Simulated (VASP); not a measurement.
Input of a VASP 6.6.1 run:

INCAR

```
PREC = Accurate
ENCUT = 520
EDIFF = 1E-7
ISMEAR = -1
SIGMA = 0.08
LREAL = F
LASPH = T
NELM = 150
ALGO = Normal
ISIF = 2
LWAVE = F
LCHARG = T
ISPIN = 2
MAGMOM = 3 0
LORBIT = 11
LMAXMIX = 4
GGA = PS
LELF = T
LVHAR = T
NBANDS = 20
```

Contents of KPOINTS:

```
Automatic mesh
0
Gamma
  15 15 15
```

File POSCAR:

```
MnSe
1.0
    0.0000000000      2.1868164606      2.1868164606
    2.1868164606      0.0000000000      2.1868164606
    2.1868164606      2.1868164606      0.0000000000
Mn Se
1 1
Direct
    0.0000000000      0.0000000000      0.0000000000
    0.5000000000      0.5000000000      0.5000000000
```

Potentials or basis: VASP PAW PBE potentials, release 64 (Mn_pv, Se).

The run is started by

```sh
$ cat potpaw_PBE.64/Mn_pv/POTCAR potpaw_PBE.64/Se/POTCAR > POTCAR
$ mpirun -np 1 vasp_std > vasp.out
```

Task: Estimate the pressure.

Result: 108.4 GPa.

Task: What does it give for the net moment?

Result: 1.39 μB per cell.

Task: Estimate the site moments.

Result: Mn +1.32; Se +0.04 μB.

Caveat: the PAW data sets were made with another functional, which shifts forces and pressure a little; a cell with one magnetic atom can't hold antiferromagnetic order, which such compounds often take.
